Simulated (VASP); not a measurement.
TiC, 2 atoms in the cell. Symmetry: I4mm, No. 107, tetragonal system. The conventional cell has a = 3.060 Å, b = 3.060 Å, c = 4.328 Å, α = 90.00°, β = 90.00°, γ = 90.00°. Ti (site symmetry 4mm) has 6 C at 2.05 to 2.28 Å within 2.7 Å. Within 2.7 Å of C (site symmetry 4mm) lie 6 Ti at 2.05 to 2.28 Å.  This cell differs from its parent crystal: all Ti atoms moved +0.113 Å, as atom 1 towards its neighbour atom 2 (C) at 2.164 Å.

| Item | Value |
| --- | --- |
| Program | VASP 6.6.1 |
| Task | single point |
| Functional | PBEsol |
| Potentials or basis | VASP PAW PBE potentials, release 64 (Ti_sv, C) |
| Cutoff | 520 eV |
| k mesh | 18 × 18 × 18 |
| Occupations | gaussian, width 0.15 eV |
| Spin | no spin polarisation |
| Dipole correction | no |
| Further INCAR settings | ALGO = Normal; EDIFF = 1e-06; NBANDS = 15 |

Potentials or basis: VASP PAW PBE potentials, release 64 (Ti_sv, C).

The run is started by

```sh
$ cat potpaw_PBE.64/Ti_sv/POTCAR potpaw_PBE.64/C/POTCAR > POTCAR
$ mpirun -np 1 vasp_std > vasp.out
```

Hardware: 1 thread of Intel Xeon 8259CL (shared host).

Estimate the wall time of this run.

Wall time 2.1 min on 1 thread of Intel Xeon 8259CL (shared host), peak memory 0.26 GiB. Counts: scf iterations 14, k points 480.
